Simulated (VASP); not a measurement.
A run of VASP 6.6.1 is set up as follows.

The input INCAR:

```
SYSTEM = Ga2Sb2CO
ALGO = Normal ; DIPOL = 0.5 0.5 0.348
EDIFF = 1E-7 ; ENCUT = 520
GGA = PE ; IDIPOL = 3
ISIF = 2 ; ISMEAR = 0
IVDW = 12 ; LASPH = .TRUE.
LCHARG = .FALSE. ; LDIPOL = .TRUE.
LREAL = .FALSE. ; LWAVE = .FALSE.
NBANDS = 32 ; NELM = 80
PREC = Accurate ; SIGMA = 0.1
```

Contents of KPOINTS:

```
k-points
0
G
  6 6 1
  0 0 0
```

Contents of POSCAR:

```
Ga2Sb2CO
1.0
    4.3343814647      0.0000000000      0.0000000000
   -2.1671907324      3.7536844581      0.0000000000
    0.0000000000      0.0000000000     23.6197422994
Sb Ga O C
2 2 1 1
Direct
    0.0000000000      0.0000000000      0.1693498578
    0.3333333333      0.6666666667      0.3259656336
    0.3333333333      0.6666666667      0.2068080104
    0.6666666667      0.3333333333      0.3585874135
    0.6666666667      0.7777777778      0.4898335533
    0.6666666667      0.7777777778      0.5385216375
```

Potentials or basis: VASP PAW PBE potentials, release 64 (Sb, Ga_d, O, C).

Command:

```sh
$ cat potpaw_PBE.64/Sb/POTCAR potpaw_PBE.64/Ga_d/POTCAR potpaw_PBE.64/O/POTCAR potpaw_PBE.64/C/POTCAR > POTCAR
$ mpirun -np 1 vasp_std > vasp.out
```

Q: Estimate the largest force.

A: 0.673 eV/Å.

Q: What does it give for the dispersion energy per atom?

A: -0.167 eV.

Forces on the atoms (eV/Å):
```
Sb  -0.006 -0.002  0.154
Sb  -0.004 -0.005 -0.044
Ga   0.001  0.000 -0.125
Ga  -0.003 -0.007  0.000
O    0.016  0.018  0.673
C   -0.005 -0.005 -0.658
```
